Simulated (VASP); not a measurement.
# Zr16HCO in VASP: single point with PBE

Aim: the single point of Zr16HCO with PBE.

Everything below comes from runs of VASP 6.6.1. Logs are shortened: lines on timing, memory, paths and dates and some standing lists are left out, and cuts for length are marked.

## (1) The cell of the first run

The cell holds a slab with vacuum, 19 atoms: a = 6.460 Å, b = 6.460 Å, c = 20.718 Å, α = 90.00°, β = 90.00°, γ = 60.00°.

## (2) Single point, PBE

File INCAR:

```
PREC = Accurate
ENCUT = 520
EDIFF = 1E-6
ISMEAR = -1
SIGMA = 0.05
LREAL = False
LASPH = True
NELM = 120
ALGO = Normal
ISIF = 2
LWAVE = False
LCHARG = True
GGA = PE
LELF = True
LVHAR = True
NBANDS = 116
GGA_COMPAT = False
NELMDL = -8
```

File KPOINTS:

```
Automatic mesh
0
Gamma
  3 3 1
```

File POSCAR:

```
Zr16HCO
1.0
    6.4600000000      0.0000000000      0.0000000000
    3.2300000000      5.5945240000      0.0000000000
    0.0000000000      0.0000000000     20.7180850000
Zr C H O
16 1 1 1
Direct
   -0.1666629726      0.3333259452      0.0482670092
    0.3333370274      0.3333259452      0.0482670092
   -0.1666663688      0.8333327375      0.0482670092
    0.3333336312      0.8333327375      0.0482670092
    0.0001364544     -0.0003038686      0.1683408481
    0.4997773808     -0.0001429970      0.1687028507
   -0.0000701052      0.5000782908      0.1683649816
    0.4998631858      0.5001497893      0.1683311947
   -0.1674256804      0.3350061596      0.3003269849
    0.3340473487      0.3332365720      0.2996802069
   -0.1684625041      0.8329931197      0.3004090388
    0.3358469743      0.8326713765      0.3003945587
   -0.0004964674     -0.0002144955      0.4188417993
    0.5033912504     -0.0015193428      0.4223894245
   -0.0024582922      0.5052261819      0.4220515554
    0.4975546334      0.4992560582      0.4181805413
    0.8381828562      0.7419934207      0.4992015430
    1.0248854990      0.5492692497      0.5202652658
    0.7441888957      0.8437893912      0.5504707602
```

Potentials or basis: VASP PAW PBE potentials, release 64 (Zr_sv, C, H, O).

On the command line:

```console
$ cat potpaw_PBE.64/Zr_sv/POTCAR potpaw_PBE.64/C/POTCAR potpaw_PBE.64/H/POTCAR potpaw_PBE.64/O/POTCAR > POTCAR
$ mpirun -np 1 vasp_std > vasp.out
```

OUTCAR:

```text
PREC = Accurate
   ENCUT = 520
   EDIFF = 1E-6
   ISMEAR = -1
   LREAL = False
   LASPH = True
   NELM = 120
   ISIF = 2
   GGA = PE
   NELMDL = -8

 ion  position               nearest neighbor table
   1  0.833  0.333  0.048-   8 3.11   7 3.11   5 3.11   4 3.23   3 3.23   2 3.23   2 3.23   3 3.23
                             4 3.23
   2  0.333  0.333  0.048-   8 3.11   7 3.11   6 3.12   3 3.23   4 3.23   1 3.23   1 3.23   4 3.23
                             3 3.23
   3  0.833  0.833  0.048-   5 3.11   7 3.11   6 3.12   2 3.23   1 3.23   4 3.23   4 3.23   1 3.23
                             2 3.23
   4  0.333  0.833  0.048-   8 3.11   5 3.11   6 3.11   1 3.23   2 3.23   3 3.23   3 3.23   2 3.23
                             1 3.23
   5  0.000  1.000  0.168-   3 3.11   4 3.11   1 3.11   8 3.23   7 3.23   6 3.23   7 3.23   6 3.23
                             8 3.23   9 3.32  11 3.32  12 3.32
   6  0.500  1.000  0.169-   4 3.11   2 3.12   3 3.12   8 3.23   5 3.23   7 3.23   7 3.23   5 3.23
                             8 3.23  10 3.29  12 3.30  11 3.30
   7  1.000  0.500  0.168-   3 3.11   1 3.11   2 3.11   5 3.23   6 3.23   8 3.23   8 3.23   6 3.23
                             5 3.23  10 3.30   9 3.31  11 3.31
   8  0.500  0.500  0.168-   4 3.11   2 3.11   1 3.11   5 3.23   6 3.23   7 3.23   7 3.23   6 3.23
                             5 3.23  10 3.30   9 3.31  12 3.31
   9  0.833  0.335  0.300-  16 3.08  13 3.09  15 3.14  12 3.21  11 3.21  10 3.23  10 3.23  11 3.25
                            12 3.25   7 3.31   8 3.31   5 3.32
  10  0.334  0.333  0.300-  16 3.07  14 3.16  15 3.16  11 3.22   9 3.23  12 3.23  12 3.23   9 3.23
                            11 3.24   6 3.29   8 3.30   7 3.30
  11  0.832  0.833  0.300-  13 3.09  15 3.12  14 3.12  12 3.20   9 3.21  10 3.22  10 3.24   9 3.25
                            12 3.26   6 3.30   7 3.31   5 3.32
  12  0.336  0.833  0.300-  16 3.07  13 3.09  14 3.14  11 3.20   9 3.21  10 3.23  10 3.23   9 3.25
                            11 3.26   6 3.30   8 3.31   5 3.32
  13  1.000  1.000  0.419-  17 2.89  11 3.09   9 3.09  12 3.09  15 3.20  14 3.21  16 3.23  16 3.23
                            14 3.25  15 3.26
  14  0.503  0.998  0.422-  17 2.52  11 3.12  12 3.14  10 3.16  15 3.19  13 3.21  16 3.22  16 3.25
                            13 3.25  15 3.27
  15  0.998  0.505  0.422-  18 2.07  17 2.09  11 3.12   9 3.14  10 3.16  14 3.19  13 3.20  16 3.21
                            16 3.25  13 3.26  14 3.27
  16  0.498  0.499  0.418-  10 3.07  12 3.07   9 3.08  15 3.21  14 3.22  13 3.23  13 3.23  14 3.25
                            15 3.25
  17  0.838  0.742  0.499-  19 1.24  18 1.30  15 2.09  14 2.52  13 2.89
  18  0.025  0.549  0.520-  17 1.30  15 2.07
  19  0.744  0.844  0.550-  17 1.24

  LATTYP: Found a hexagonal cell.
 ALAT       =     6.4599999061
 C/A-ratio  =     3.2071339476

  Lattice vectors:

 A1 = (  -3.2300000000,  -5.5945240000,   0.0000000000)
 A2 = (   6.4600000000,   0.0000000000,   0.0000000000)
 A3 = (   0.0000000000,   0.0000000000,  20.7180850000)

Analysis of symmetry for initial positions (statically):
=====================================================================
 Subroutine PRICEL returns:
 Original cell was already a primitive cell.

 Routine SETGRP: Setting up the symmetry group for a
 hexagonal supercell.

 Subroutine GETGRP returns: Found  1 space group operations
 (whereof  1 operations were pure point group operations)
 out of a pool of 24 trial point group operations.

The static configuration has the point symmetry C_1 .

Analysis of symmetry for dynamics (positions and initial velocities):
=====================================================================
 Subroutine PRICEL returns:
 Original cell was already a primitive cell.

 Routine SETGRP: Setting up the symmetry group for a
 hexagonal supercell.

 Subroutine GETGRP returns: Found  1 space group operations
 (whereof  1 operations were pure point group operations)
 out of a pool of 24 trial point group operations.

The dynamic configuration has the point symmetry C_1 .

 Subroutine INISYM returns: Found  1 space group operations
 (whereof  1 operations are pure point group operations),
 and found     1 'primitive' translations

----------------------------------------------------------------------------------------

                                     Primitive cell

  volume of cell :     748.7645

  direct lattice vectors                    reciprocal lattice vectors
     6.460000000  0.000000000  0.000000000     0.154798762 -0.089373108  0.000000000
     3.230000000  5.594524000  0.000000000     0.000000000  0.178746217  0.000000000
     0.000000000  0.000000000 20.718085000     0.000000000  0.000000000  0.048267009

  length of vectors
     6.460000000  6.459999906 20.718085000     0.178746214  0.178746217  0.048267009

[... 52 lines left out ...]

  Cartesian coordinates                     Fractional coordinates (reciprocal lattice)
     0.051599587 -0.029791036  0.000000000     0.333333333  0.000000000  0.000000000
     0.000000000  0.059582072  0.000000000     0.000000000  0.333333333  0.000000000
     0.000000000  0.000000000  0.048267009     0.000000000  0.000000000  1.000000000

  Length of vectors
     0.059582071  0.059582072  0.048267009

  Shift w.r.t. Gamma in fractional coordinates (k-lattice)
     0.000000000  0.000000000  0.000000000

 Subroutine IBZKPT returns following result:
 ===========================================

 Found      5 irreducible k-points:

 Following reciprocal coordinates:
            Coordinates               Weight
  0.000000  0.000000  0.000000      1.000000
  0.333333  0.000000  0.000000      2.000000
  0.333333  0.333333  0.000000      2.000000
  0.000000  0.333333  0.000000      2.000000
 -0.333333  0.333333  0.000000      2.000000
   k-points           NKPTS =      5   k-points in BZ     NKDIM =      5   number of bands    NBANDS=    116
   number of dos      NEDOS =    301   number of ions     NIONS =     19
   total plane-waves  NPLWV = 368640
   dimension x,y,z NGX =    48 NGY =   48 NGZ =  160
   dimension x,y,z NGXF=    96 NGYF=   96 NGZF=  320
   ions per type =              16   1   1   1
   NGX,Y,Z   is equivalent  to a cutoff of  12.35, 12.35, 12.84 a.u.
   NGXF,Y,Z  is equivalent  to a cutoff of  24.71, 24.71, 25.68 a.u.
 SYSTEM =  unknown system
   PREC   = accura    normal or accurate (medium, high low for compatibility)
   ISTART =      0    job   : 0-new  1-cont  2-samecut
   ICHARG =      2    charge: 1-file 2-atom 10-const
   ISPIN  =      1    spin polarized calculation?
   LNONCOLLINEAR =      F non collinear calculations
   LSORBIT =      F    spin-orbit coupling
   LASPH  =      T    aspherical Exc in radial PAW
   ENCUT  =  520.0 eV  38.22 Ry    6.18 a.u.  12.01 12.01 38.52*2*pi/ulx,y,z
   NELM   =    120;   NELMIN=  2; NELMDL= -8     # of ELM steps
   EDIFF  = 0.1E-05   stopping-criterion for ELM
   LREAL  =      F    real-space projection
   EDIFFG = 0.1E-04   stopping-criterion for IOM
   NSW    =      0    number of steps for IOM
   IBRION =     -1    ionic relax: 0-MD 1-quasi-New 2-CG
   NFREE  =      0    steps in history (QN), initial steepest desc. (CG)
   ISIF   =      2    stress and relaxation
   ISYM   =      2    0-nonsym 1-usesym 2-fastsym
   POTIM  = 0.5000    time-step for ionic-motion
   TEBEG  =    0.0;   TEEND  =   0.0 temperature during run
   PSTRESS=    0.0 pullay stress
   NELECT =     203.0000    total number of electrons
   NUPDOWN=      -1.0000    fix difference up-down
   EMIN   =  10.00;   EMAX   =-10.00  energy-range for DOS
   EFERMI =   0.00;   METHOD = LEGACY
   ISMEAR =    -1;   SIGMA  =   0.05  broadening in eV -4-tet -1-fermi 0-gaus
   EFERMI_NEDOS =   21; number of points for ismear=-14 and -15
   IALGO  =     38    algorithm
   IMIX   =      4    mixing-type and parameters
     AMIX     =   0.40;   BMIX     =  1.00
     AMIX_MAG =   1.60;   BMIX_MAG =  1.00
  volume/ion in A,a.u.               =      39.41       265.94
  Fermi-wavevector in a.u.,A,eV,Ry     =   1.059559  2.002276 15.274784  1.122665
  Thomas-Fermi vector in A             =   2.194909
   LORBIT       =      0    0 simple, 1 ext, 2 COOP (PROOUT), +10 PAW based schemes
   GGA     = PE    functional components
   LHFCALC =     F    Hartree Fock is set to
   AEXX    =    0.0000 exact exchange contribution
   IVDW    =     0    specifies the selected vdW correction
   LEPSILON=     F    determine dielectric tensor
   LRPA    =     F    only Hartree local field effects (RPA)
 non-spin polarized calculation
  energy-cutoff  :      520.00
  volume of cell :      748.76
 maximum number of plane-waves:     20190
   NGX = 25   NGY = 25   NGZ = 77

 number of electron     203.0000004 magnetization

 Free energy of the ion-electron system (eV)
  ---------------------------------------------------
  ext. energy  EPLUGINS =         0.00000000
  ---------------------------------------------------
  free energy    TOTEN  =      -148.80142735 eV

  energy without entropy =     -148.54378820  energy(sigma->0) =     -148.67260777

 E-fermi :   2.5373     XC(G=0):  -6.6987

 val. band max:        2.5341245712   @ k =  -0.3333   0.3333   0.0000
 cond. band min:       2.5760168233   @ k =   0.3333   0.3333   0.0000
 fundamental gap:      0.0418922521
 Fermi energy:         2.5372732122

 k-point     1 :       0.0000    0.0000    0.0000
  band No.  band energies     occupation
      1     -46.5399      2.00000
      2     -46.5251      2.00000
      3     -46.4506      2.00000
      4     -46.4415      2.00000
      5     -46.4324      2.00000
      6     -46.4288      2.00000
[... 569 lines left out ...]
    112       2.8458      0.00417
    113       2.9617      0.00041
 [bands above 113 left out]

------------------------ aborting loop because EDIFF is reached ----------------------------------------

  FORCE on cell =-STRESS in cart. coord.  units (eV):
  Direction    XX          YY          ZZ          XY          YZ          ZX
  --------------------------------------------------------------------------------------
  -------------------------------------------------------------------------------------
  Total       -6.6075176     -5.6064466     -3.9249141     -0.0425960      3.1869471     -1.4242340
  in kB      -14.1385099    -11.9964570     -8.3983789     -0.0911453      6.8193058     -3.0475207
  external PRESSURE =     -11.5111153 kB  Pullay stress =       0.0000000 kB

 VOLUME and BASIS-vectors are now :
 -----------------------------------------------------------------------------
  energy-cutoff  :      520.00
  volume of cell :      748.76
      direct lattice vectors                 reciprocal lattice vectors
     6.460000000  0.000000000  0.000000000     0.154798762 -0.089373108  0.000000000
     3.230000000  5.594524000  0.000000000     0.000000000  0.178746217  0.000000000
     0.000000000  0.000000000 20.718085000     0.000000000  0.000000000  0.048267009

 POSITION                                       TOTAL-FORCE (eV/Angst)
 -----------------------------------------------------------------------------------
      6.46000      1.86480      1.00000        -0.024095     -0.001362      0.228860
      3.23000      1.86480      1.00000         0.029860     -0.005355      0.189409
      8.07500      4.66210      1.00000         0.008265      0.008689      0.220985
      4.84500      4.66210      1.00000        -0.010103      0.003754      0.255508
      3.22990      5.59282      3.48770         0.018755     -0.005325     -0.117917
      6.45810      5.59372      3.49520        -0.029918     -0.012488     -0.045464
[... 11 lines left out ...]
      1.93490      3.07290     10.77890        -0.181667     -0.018853     -1.425984
      7.53290      4.72060     11.40470        -0.527638      1.589301     -0.213237
 -----------------------------------------------------------------------------------
    total drift:                               -0.000031      0.000081     -0.000433

  FREE ENERGIE OF THE ION-ELECTRON SYSTEM (eV)
  ---------------------------------------------------
  free  energy   TOTEN  =      -148.8014273470 eV

  energy  without entropy=     -148.5437881956  energy(sigma->0) =     -148.67260777
```

Run time: 35 min. Hardware: 1 thread of Intel Xeon Platinum 8175M at 2.50GHz (Skylake/Cascade Lake), shared host; peak memory 0.92 GiB.

What came out:

```
Free energy            : -148.8014 eV
Largest force          : 2.238 eV/Å
Band gap on the k mesh : zero (an odd number of electrons rules out a gap without spin polarisation)
```

Forces in eV/Å, atoms in the order of the input:
```
Zr  -0.024 -0.001  0.229
Zr   0.030 -0.005  0.189
Zr   0.008  0.009  0.221
Zr  -0.010  0.004  0.256
Zr   0.019 -0.005 -0.118
Zr  -0.030 -0.012 -0.045
Zr  -0.026  0.003  0.067
Zr   0.022 -0.004 -0.104
Zr  -0.089 -0.079 -0.329
Zr   0.052 -0.119 -0.124
Zr  -0.006  0.168 -0.367
Zr   0.052  0.132 -0.038
Zr  -0.083 -0.086  0.033
Zr   0.197 -0.369  0.490
Zr   0.406 -0.738 -0.807
Zr  -0.001  0.037 -0.085
C    0.194 -0.503  2.172
H   -0.182 -0.019 -1.426
O   -0.528  1.589 -0.213
```

Levels at points of the mesh, in eV from the Fermi level:
```
           k point  band 99  band 100  band 101  band 102  band 103  band 104
(0.00, 0.00, 0.00)     0.33      0.35      0.48      0.68      0.70      0.75
```

Caveat: the k points lie up to 0.37 Å⁻¹ apart, too coarse for converged energies and pressures of a metal; an odd number of electrons without spin polarisation forces a metal; a magnetic or distorted state may lie lower.
